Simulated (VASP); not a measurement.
Au, 1 atom in the cell. The structure is cubic, space group Pm-3m (No. 221). Conventional cell: a = 2.750 Å, b = 2.750 Å, c = 2.750 Å, α = 90.00°, β = 90.00°, γ = 90.00°. Within 3.6 Å of Au (site symmetry m-3m) lie 6 Au at 2.75 Å. 

```yaml
Program: VASP 6.6.1
Task: single point
Functional: PBE
Potentials_or_basis: VASP PAW PBE potentials, release 64 (Au)
Cutoff: 520 eV
k_mesh: 10 × 10 × 10
Occupations: fermi-dirac, width 0.05 eV
Spin: no spin polarisation
Dipole_correction: no
Further_INCAR_settings: ALGO = Normal; EDIFF = 1e-06; NBANDS = 12
```

Potentials or basis: VASP PAW PBE potentials, release 64 (Au).

Command:

```bash
$ cat potpaw_PBE.64/Au/POTCAR > POTCAR
$ mpirun -np 1 vasp_std > vasp.out
```

Hardware: 1 thread of Intel(R) Xeon(R) 6975P-C (Granite Rapids) (shared host).

Problem. Estimate the wall time of this run.

Solution. Run time: 3.8 s on 1 thread of Intel(R) Xeon(R) 6975P-C (Granite Rapids), with other jobs on the host, peak memory 0.13 GiB. Counts: scf iterations 11, k points 56.
